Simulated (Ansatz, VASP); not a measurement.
## AlN in VASP and in Ansatz

```
Al N
1.0
     0.00000    2.18488    2.18488
     2.18488    0.00000    2.18488
     2.18488    2.18488    0.00000
Al N
1 1
Cartesian
  0.0000 0.0000 0.0000
  1.0924 1.0924 1.0924
```

Alike in both runs: task single point; functional PBEsol; k mesh 8 × 8 × 8; occupations tetrahedron; no spin polarisation.

|  | VASP | Ansatz |
| --- | --- | --- |
| version | VASP 6.6.1 | Ansatz 0.2.0 |
| potentials or method | VASP PAW PBE potentials, release 64 (Al, N) | plane waves |
| plane-wave cutoff (eV) | 600 | 420 |
| valence electrons in the cell | 8 | 8 |

VASP gave:

| Item | Value |
| --- | --- |
| gap on the k mesh at the Fermi level (eV) | 3.19 |
| pressure (GPa) | 0.9 |

Question: Which values does Ansatz return?

Answer: gap on the k mesh at the Fermi level (eV): 3.20; pressure (GPa): 1.1.

VASP's potentials were made for PBE, not for PBEsol. The functional is the same, so the differences come from potentials, cutoffs and numerics. Ansatz's warnings: band table not solved further, tetrahedron derivatives may miss energy slope.
